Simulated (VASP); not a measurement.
Input of a VASP 6.6.1 run:

INCAR

```
SYSTEM = Ge
ALGO = Normal ; EDIFF = 1E-6
ENCUT = 520 ; GGA = PS
ISIF = 2 ; ISMEAR = -1
IVDW = 13 ; LASPH = .True.
LCHARG = .False. ; LREAL = .False.
LWAVE = .False. ; NBANDS = 36
NELM = 60 ; PREC = Accurate
SIGMA = 0.1
```

Contents of KPOINTS:

```
k-points
0
Gamma
  6 6 6
  0 0 0
```

POSCAR

```
Ge
1.0
    5.8734589974     -0.0000002531     -0.0000002440
    4.4556413102      3.6382413398     -0.0000001878
    1.4178180022      0.1655267135      3.6344740889
Ge
4
Direct
    0.7818670000      0.7818670000      0.2181330000
    0.2181330000      0.2181330000      0.7818670000
    0.2735100000      0.7264900000      0.2735100000
    0.7264900000      0.2735100000      0.7264900000
```

Potentials or basis: VASP PAW PBE potentials, release 64 (Ge_d).

Launch:

```sh
$ cat potpaw_PBE.64/Ge_d/POTCAR > POTCAR
$ mpirun -np 1 vasp_std > vasp.out
```

Question: Predict the band gap on the k mesh.

Answer: Zero (bands 28 and 29 overlap by 3.27 eV).

Question: Estimate the dispersion energy per atom.

Answer: -0.215 eV.

Question: What does it give for the pressure?

Answer: -5.2 GPa.

Question: What does it give for the largest force?

Answer: 0.032 eV/Å.

Stress tensor (GPa, compression positive):
```
-5.96 -0.16  0.17
-0.16 -4.75  0.89
 0.17  0.89 -4.83
```

Caveat: the cell stands under tension; the PAW data sets were made with another functional, which shifts forces and pressure a little.
